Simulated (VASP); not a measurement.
A run of VASP 6.6.1:

The input INCAR:

```
PREC = Accurate ; ENCUT = 520
EDIFF = 1E-6 ; ISMEAR = -1
SIGMA = 0.1 ; LREAL = F
LASPH = T ; NELM = 100
ALGO = Normal ; ISIF = 2
LWAVE = F ; LCHARG = F
NBANDS = 13
```

The input KPOINTS:

```
regular mesh
0
Gamma
  20 20 20
```

The input POSCAR:

```
Ge
1.0
   -1.6454535106      1.6454535106      1.6454535106
    1.6454535106     -1.6454535106      1.6454535106
    1.6454535106      1.6454535106     -1.6454535106
Ge
1
Direct
    0.0000000000      0.0000000000      0.0000000000
```

Potentials or basis: VASP PAW LDA potentials, release 64 (Ge_d).

The run is started by

```bash
$ cat potpaw_LDA.64/Ge_d/POTCAR > POTCAR
$ mpirun -np 1 vasp_std > vasp.out
```

Hardware: 1 thread of AMD EPYC 7R13, with other jobs on the host.

Problem. How long does it take, and how much memory?

Solution. It took 91 s on 1 thread of AMD EPYC 7R13, with other jobs on the host, peak memory 0.14 GiB. Counts: scf iterations 9, k points 256.
